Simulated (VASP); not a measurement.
# Cd (C2/m) in VASP: single point with PBE

Aim: the single point of Cd with PBE.

All numbers are computed with VASP 6.6.1; they aren't measurements. Logs are shortened: lines on timing, memory, paths and dates and some standing lists are left out, and cuts for length are marked.

### 1 The cell of the first run

The structure is monoclinic, space group C2/m (No. 12). Conventional cell: a = 4.810 Å, b = 4.405 Å, c = 3.294 Å, α = 90.00°, β = 96.54°, γ = 90.00°. Within 4.5 Å of Cd (site symmetry 2/m) lie 12 Cd at 3.26 to 4.44 Å.

### 2 Single point, PBE (Hg replaced by Cd, lengths x 1.055, strained)

Input file INCAR:

```
  PREC = Accurate
  ENCUT = 520
  EDIFF = 1E-6
  ISMEAR = 0
  SIGMA = 0.1
  LREAL = F
  LASPH = T
  NELM = 60
  ALGO = Normal
  ISIF = 2
  LWAVE = F
  LCHARG = F
  GGA = PE
  NBANDS = 12
```

Input file KPOINTS:

```
Automatic mesh
0
Gamma
  6 6 6
```

Input file POSCAR:

```
Cd
1.0
    2.4048543378     -2.2023470743      0.0000000000
    2.4048543378      2.2023470743      0.0000000000
   -0.3754101135      0.0000000000      3.2723166997
Cd
1
Direct
    0.5000000000      0.5000000000      0.5000000000
```

Potentials or basis: VASP PAW PBE potentials, release 64 (Cd).

Run with:

```sh
$ cat potpaw_PBE.64/Cd/POTCAR > POTCAR
$ mpirun -np 1 vasp_std > vasp.out
```

OUTCAR:

```text
PREC = Accurate
   ENCUT = 520
   EDIFF = 1E-6
   ISMEAR = 0
   LREAL = F
   LASPH = T
   NELM = 60
   ISIF = 2
   GGA = PE

 ion  position               nearest neighbor table
   1  0.500  0.500  0.500-

  LATTYP: Found a base centered monoclinic cell.
 ALAT       =     4.8097086756
 B/A-ratio  =     0.9157922955
 C/A-ratio  =     0.6848191074
 COS(beta)  =    -0.1139754530

  Lattice vectors:

 A1 = (   2.4048543378,  -2.2023470743,   0.0000000000)
 A2 = (   2.4048543378,   2.2023470743,   0.0000000000)
 A3 = (  -0.3754101135,   0.0000000000,   3.2723166997)

Analysis of symmetry for initial positions (statically):
=====================================================================
 Subroutine PRICEL returns:
 Original cell was already a primitive cell.

 Routine SETGRP: Setting up the symmetry group for a
 base centered monoclinic supercell.

 Subroutine GETGRP returns: Found  4 space group operations
 (whereof  4 operations were pure point group operations)
 out of a pool of  4 trial point group operations.

The static configuration has the point symmetry C_2h.

Analysis of symmetry for dynamics (positions and initial velocities):
=====================================================================
 Subroutine PRICEL returns:
 Original cell was already a primitive cell.

 Routine SETGRP: Setting up the symmetry group for a
 base centered monoclinic supercell.

 Subroutine GETGRP returns: Found  4 space group operations
 (whereof  4 operations were pure point group operations)
 out of a pool of  4 trial point group operations.

The dynamic configuration has the point symmetry C_2h.

 Subroutine INISYM returns: Found  4 space group operations
 (whereof  4 operations are pure point group operations),
 and found     1 'primitive' translations

----------------------------------------------------------------------------------------

                                     Primitive cell

  volume of cell :      34.6625

  direct lattice vectors                    reciprocal lattice vectors
     2.404854338 -2.202347074  0.000000000     0.207912800 -0.227030519  0.023852388
     2.404854338  2.202347074  0.000000000     0.207912800  0.227030519  0.023852388
    -0.375410113  0.000000000  3.272316700     0.000000000  0.000000000  0.305593893

  length of vectors
     3.260928859  3.260928859  3.293780402     0.308770992  0.308770992  0.305593893

  position of ions in fractional coordinates (direct lattice)
     0.500000000  0.500000000  0.500000000

  ion indices of the primitive-cell ions
   primitive index   ion index
                 1           1

----------------------------------------------------------------------------------------

 KPOINTS: Automatic mesh

Automatic generation of k-mesh.
 Grid dimensions read from file:
 generate k-points for:    6    6    6

 Generating k-lattice:

  Cartesian coordinates                     Fractional coordinates (reciprocal lattice)
     0.034652133 -0.037838420  0.003975398     0.166666667  0.000000000 -0.000000000
     0.034652133  0.037838420  0.003975398     0.000000000  0.166666667 -0.000000000
     0.000000000  0.000000000  0.050932316     0.000000000  0.000000000  0.166666667

  Length of vectors
     0.051461832  0.051461832  0.050932316

  Shift w.r.t. Gamma in fractional coordinates (k-lattice)
     0.000000000  0.000000000  0.000000000

 Subroutine IBZKPT returns following result:
 ===========================================

 Found     68 irreducible k-points:

 Following reciprocal coordinates:
            Coordinates               Weight
  0.000000  0.000000  0.000000      1.000000
  0.166667 -0.000000  0.000000      4.000000
  0.333333 -0.000000  0.000000      4.000000
  0.500000 -0.000000  0.000000      2.000000
  0.166667  0.166667  0.000000      2.000000
  0.333333  0.166667  0.000000      4.000000
[... 16 lines left out ...]
 -0.333333  0.166667  0.166667      4.000000
 -0.166667  0.166667  0.166667      4.000000
 [... further k-points ...]
   k-points           NKPTS =     68   k-points in BZ     NKDIM =     68   number of bands    NBANDS=     12
   number of dos      NEDOS =    301   number of ions     NIONS =      1
   total plane-waves  NPLWV =  13824
   dimension x,y,z NGX =    24 NGY =   24 NGZ =   24
   dimension x,y,z NGXF=    48 NGYF=   48 NGZF=   48
   ions per type =               1
   NGX,Y,Z   is equivalent  to a cutoff of  12.24, 12.24, 12.11 a.u.
   NGXF,Y,Z  is equivalent  to a cutoff of  24.47, 24.47, 24.23 a.u.
 SYSTEM =  unknown system
   PREC   = accura    normal or accurate (medium, high low for compatibility)
   ISTART =      0    job   : 0-new  1-cont  2-samecut
   ICHARG =      2    charge: 1-file 2-atom 10-const
   ISPIN  =      1    spin polarized calculation?
   LNONCOLLINEAR =      F non collinear calculations
   LSORBIT =      F    spin-orbit coupling
   LASPH  =      T    aspherical Exc in radial PAW
   ENCUT  =  520.0 eV  38.22 Ry    6.18 a.u.   6.06  6.06  6.12*2*pi/ulx,y,z
   NELM   =     60;   NELMIN=  2; NELMDL= -5     # of ELM steps
   EDIFF  = 0.1E-05   stopping-criterion for ELM
   LREAL  =      F    real-space projection
   EDIFFG = 0.1E-04   stopping-criterion for IOM
   NSW    =      0    number of steps for IOM
   IBRION =     -1    ionic relax: 0-MD 1-quasi-New 2-CG
   NFREE  =      0    steps in history (QN), initial steepest desc. (CG)
   ISIF   =      2    stress and relaxation
   ISYM   =      2    0-nonsym 1-usesym 2-fastsym
   POTIM  = 0.5000    time-step for ionic-motion
   TEBEG  =    0.0;   TEEND  =   0.0 temperature during run
   PSTRESS=    0.0 pullay stress
   NELECT =      12.0000    total number of electrons
   NUPDOWN=      -1.0000    fix difference up-down
   EMIN   =  10.00;   EMAX   =-10.00  energy-range for DOS
   EFERMI =   0.00;   METHOD = LEGACY
   ISMEAR =     0;   SIGMA  =   0.10  broadening in eV -4-tet -1-fermi 0-gaus
   EFERMI_NEDOS =   21; number of points for ismear=-14 and -15
   IALGO  =     38    algorithm
   IMIX   =      4    mixing-type and parameters
     AMIX     =   0.40;   BMIX     =  1.00
     AMIX_MAG =   1.60;   BMIX_MAG =  1.00
  volume/ion in A,a.u.               =      34.66       233.91
  Fermi-wavevector in a.u.,A,eV,Ry     =   1.149517  2.172272 17.978585  1.321389
  Thomas-Fermi vector in A             =   2.286186
   LORBIT       =      0    0 simple, 1 ext, 2 COOP (PROOUT), +10 PAW based schemes
   GGA     = PE    functional components
   LHFCALC =     F    Hartree Fock is set to
   AEXX    =    0.0000 exact exchange contribution
   IVDW    =     0    specifies the selected vdW correction
   LEPSILON=     F    determine dielectric tensor
   LRPA    =     F    only Hartree local field effects (RPA)
 non-spin polarized calculation
 Gauss-broadening in eV      SIGMA  =   0.10
  energy-cutoff  :      520.00
  volume of cell :       34.66
 maximum number of plane-waves:       944
   NGX = 13   NGY = 13   NGZ = 13

 number of electron      11.9999993 magnetization

 Free energy of the ion-electron system (eV)
  ---------------------------------------------------
  ext. energy  EPLUGINS =         0.00000000
  ---------------------------------------------------
  free energy    TOTEN  =        -0.54851761 eV

  energy without entropy =       -0.54536008  energy(sigma->0) =       -0.54693885

 E-fermi :   0.0403     XC(G=0):  -8.6612

 val. band max:       -0.0018918329   @ k =   0.3333   0.3333   0.5000
 cond. band min:       0.0703217243   @ k =  -0.3333   0.5000   0.3333
 fundamental gap:      0.0722135572
 Fermi energy:         0.0402928534

 k-point     1 :       0.0000    0.0000    0.0000
  band No.  band energies     occupation
      1      -8.6210      2.00000
      2      -8.6043      2.00000
      3      -7.9055      2.00000
      4      -7.9001      2.00000
      5      -7.8881      2.00000
      6      -5.8706      2.00000
      7       8.3521      0.00000
      8       8.5960      0.00000
      9       8.8281      0.00000
     10      11.4513      0.00000
     11      11.6888      0.00000
     12      11.9652      0.00000

 k-point     2 :       0.1667   -0.0000    0.0000
  band No.  band energies     occupation
      1      -8.5957      2.00000
      2      -8.4982      2.00000
      3      -7.9559      2.00000
      4      -7.9418      2.00000
      5      -7.8958      2.00000
      6      -5.4466      2.00000
      7       5.3626      0.00000
      8       8.7946      0.00000
      9       9.1414      0.00000
     10      11.7736      0.00000
     11      12.1360      0.00000
     12      15.7245      0.00000

 k-point     3 :       0.3333   -0.0000    0.0000
  band No.  band energies     occupation
      1      -8.5697      2.00000
      2      -8.2972      2.00000
      3      -8.0582      2.00000
      4      -8.0285      2.00000
      5      -7.8871      2.00000
      6      -4.1299      2.00000
      7       1.5545      0.00000
      8       9.8766      0.00000
      9      10.1878      0.00000
     10      12.7268      0.00000
     11      13.0808      0.00000
     12      15.2818      0.00000

 k-point     4 :       0.5000   -0.0000    0.0000
  band No.  band energies     occupation
      1      -8.5578      2.00000
      2      -8.2322      2.00000
      3      -8.1066      2.00000
      4      -8.0457      2.00000
      5      -7.8822      2.00000
      6      -2.4530      2.00000
      7      -0.9757      2.00000
      8      10.7042      0.00000
      9      10.9765      0.00000
     10      13.8319      0.00000
     11      13.8682      0.00000
     12      14.1495      0.00000

 k-point     5 :       0.1667    0.1667    0.0000
  band No.  band energies     occupation
      1      -8.5305      2.00000
      2      -8.4157      2.00000
      3      -8.0206      2.00000
      4      -7.9473      2.00000
      5      -7.9450      2.00000
      6      -5.0940      2.00000
      7       5.8445      0.00000
      8       6.3896      0.00000
      9       9.0889      0.00000
     10      12.1657      0.00000
     11      13.9765      0.00000
     12      15.4942      0.00000
[... 228 lines left out ...]
      1      -8.3871      2.00000
      2      -8.1800      2.00000
      3      -8.1461      2.00000
      4      -8.0866      2.00000
      5      -7.9762      2.00000
      6      -3.2741      2.00000
      7       2.4515      0.00000
      8       6.2142      0.00000
      9       7.8213      0.00000
     10      11.0417      0.00000
     11      13.6627      0.00000
     12      17.1838      0.00000

 k-point    22 :       0.5000    0.1667    0.1667
  band No.  band energies     occupation
      1      -8.3762      2.00000
      2      -8.2060      2.00000
      3      -8.1935      2.00000
      4      -8.0252      2.00000
      5      -7.9495      2.00000
      6      -1.6820      2.00000
      7      -0.0161      1.57502
      8       7.5597      0.00000
      9       8.0457      0.00000
     10      10.4974      0.00000
     11      11.2311      0.00000
     12      18.2884      0.00000

 k-point    23 :      -0.3333    0.1667    0.1667
  band No.  band energies     occupation
      1      -8.3887      2.00000
      2      -8.1787      2.00000
      3      -8.1455      2.00000
      4      -8.0864      2.00000
      5      -7.9765      2.00000
      6      -3.2573      2.00000
      7       2.4190      0.00000
      8       6.3836      0.00000
      9       7.5916      0.00000
     10      10.9109      0.00000
     11      13.9125      0.00000
     12      16.8976      0.00000

 k-point    24 :      -0.1667    0.1667    0.1667
  band No.  band energies     occupation
      1      -8.4227      2.00000
      2      -8.3957      2.00000
      3      -8.0300      2.00000
      4      -7.9962      2.00000
      5      -7.9864      2.00000
      6      -4.5440      2.00000
      7       5.5197      0.00000
      8       5.8967      0.00000
      9       6.4407      0.00000
     10      13.8143      0.00000
     11      15.8941      0.00000
     12      16.5153      0.00000

 [... further k-points ...]

------------------------ aborting loop because EDIFF is reached ----------------------------------------

  FORCE on cell =-STRESS in cart. coord.  units (eV):
  Direction    XX          YY          ZZ          XY          YZ          ZX
  --------------------------------------------------------------------------------------
  -------------------------------------------------------------------------------------
  Total       -0.8839306     -0.8426338     -0.8822278      0.0000000      0.0000000      0.0390836
  in kB      -40.8572264    -38.9483988    -40.7785205      0.0000000      0.0000000      1.8065322
  external PRESSURE =     -40.1947152 kB  Pullay stress =       0.0000000 kB

 VOLUME and BASIS-vectors are now :
 -----------------------------------------------------------------------------
  energy-cutoff  :      520.00
  volume of cell :       34.66
      direct lattice vectors                 reciprocal lattice vectors
     2.404854338 -2.202347074  0.000000000     0.207912800 -0.227030519  0.023852388
     2.404854338  2.202347074  0.000000000     0.207912800  0.227030519  0.023852388
    -0.375410113  0.000000000  3.272316700     0.000000000  0.000000000  0.305593893

 POSITION                                       TOTAL-FORCE (eV/Angst)
 -----------------------------------------------------------------------------------
      2.21715      0.00000      1.63616         0.000000      0.000000      0.000000
 -----------------------------------------------------------------------------------
    total drift:                                0.000000     -0.000000     -0.000000

  FREE ENERGIE OF THE ION-ELECTRON SYSTEM (eV)
  ---------------------------------------------------
  free  energy   TOTEN  =        -0.5485176150 eV

  energy  without entropy=       -0.5453600806  energy(sigma->0) =       -0.54693885
```

Wall time 17 s (1 thread of AMD EPYC 7R13, shared host); peak memory 0.12 GiB.

What came out:

```
Free energy            : -0.5485 eV
Pressure               : -4.0 GPa
Band gap on the k mesh : zero (bands 6 and 7 overlap by 3.91 eV)
```

Stress tensor (GPa, compression positive):
```
-4.09  0.00  0.18
 0.00 -3.89  0.00
 0.18  0.00 -4.08
```

Caveat: the cell differs from its parent crystal (Hg replaced by Cd, lengths x 1.055, strained); the cell stands under tension.
